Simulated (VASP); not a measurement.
Cu2Te:

```xyz
6
Lattice="4.3040 0.0000 0.0000 -2.1520 3.7274 0.0000 0.0000 0.0000 8.5235" Properties=species:S:1:pos:R:3 pbc="T T T"
Cu    2.1520    1.2425    1.2952
Cu    0.0000    2.4849    1.2952
Cu    0.0000    2.4849    7.2283
Cu    2.1520    1.2425    7.2283
Te    0.0000    0.0000    2.2688
Te    0.0000    0.0000    6.2546
```

- Program: VASP 6.6.1
- Task: relaxation of cell and atoms
- Functional: PBEsol
- Potentials or basis: VASP PAW PBE potentials, release 64 (Cu, Te)
- Cutoff: 600 eV
- k mesh: 7 × 7 × 3
- Occupations: gaussian, width 0.15 eV
- Spin: no spin polarisation

At the start: pressure -2.9 GPa; volume 22.79 Å³/atom.

Question: Where does the relaxation end?

Answer: Over 28 steps the energy falls by 12.3 meV/atom and the volume is 21.92 Å³/atom (-3.8 %); space group P6/mmm (No. 191, to 0.1 Å) before and after.

The path:
| step | energy change (eV) | largest force (eV/Å) | pressure (GPa) | volume (Å³) |
| --- | --- | --- | --- | --- |
| 1 | 0.0000 | 0.2491 | -2.91 | 136.74 |
| 2 | -0.0406 | 0.2697 | 1.73 | 128.70 |
| 3 | -0.0602 | 0.1568 | -0.07 | 131.48 |
| 4 | -0.0647 | 0.1223 | 0.01 | 131.12 |
| 5 | -0.0696 | 0.0324 | 0.18 | 130.02 |
| 6 | -0.0698 | 0.0369 | 0.17 | 130.21 |
| 7 | -0.0716 | 0.0138 | -0.04 | 130.64 |
| 8 | -0.0715 | 0.0828 | -0.28 | 131.25 |
| 9 | -0.0719 | 0.0557 | -0.20 | 131.01 |
| 10 | -0.0719 | 0.0279 | 0.16 | 130.57 |
| 11 | -0.0724 | 0.0426 | -0.04 | 130.79 |
| 12 | -0.0724 | 0.0415 | 0.02 | 130.77 |
| 13 | -0.0724 | 0.0407 | 0.03 | 130.78 |
| 14 | -0.0724 | 0.0413 | 0.03 | 130.78 |
| 15 | -0.0726 | 0.0339 | -0.08 | 130.82 |
| 16 | -0.0729 | 0.0249 | -0.02 | 130.86 |
| 17 | -0.0731 | 0.0062 | 0.16 | 130.95 |
| 18 | -0.0733 | 0.0106 | 0.21 | 131.14 |
| 19 | -0.0735 | 0.0250 | -0.16 | 131.72 |
| 20 | -0.0735 | 0.0224 | -0.18 | 131.62 |
| 21 | -0.0734 | 0.0166 | 0.00 | 131.38 |
| 22 | -0.0735 | 0.0191 | 0.04 | 131.48 |
| 23 | -0.0735 | 0.0211 | -0.01 | 131.56 |
| 24 | -0.0735 | 0.0213 | 0.01 | 131.59 |
| 25 | -0.0735 | 0.0218 | -0.02 | 131.60 |
| 26 | -0.0736 | 0.0151 | -0.04 | 131.57 |
| 27 | -0.0737 | 0.0101 | 0.02 | 131.54 |
| 28 | -0.0737 | 0.0098 | 0.04 | 131.53 |

Final structure:
```cif
data_structure
_symmetry_space_group_name_H-M 'P 1'
_symmetry_Int_Tables_number 1
_cell_length_a 4.2166
_cell_length_b 4.2166
_cell_length_c 8.5423
_cell_angle_alpha 90.000
_cell_angle_beta 90.000
_cell_angle_gamma 120.000
_cell_volume 131.53
loop_
_atom_site_label
_atom_site_type_symbol
_atom_site_fract_x
_atom_site_fract_y
_atom_site_fract_z
_atom_site_occupancy
Cu1 Cu 0.66667 0.33333 0.14683 1
Cu2 Cu 0.33333 0.66667 0.14683 1
Cu3 Cu 0.33333 0.66667 0.85317 1
Cu4 Cu 0.66667 0.33333 0.85317 1
Te1 Te 0.00000 0.00000 0.26505 1
Te2 Te 0.00000 0.00000 0.73495 1
```

Caveat: the PAW data sets were made with another functional, which shifts forces and pressure a little; this functional lacks dispersion, which binds the layers, so the pressure and a relaxed spacing across them are unreliable.
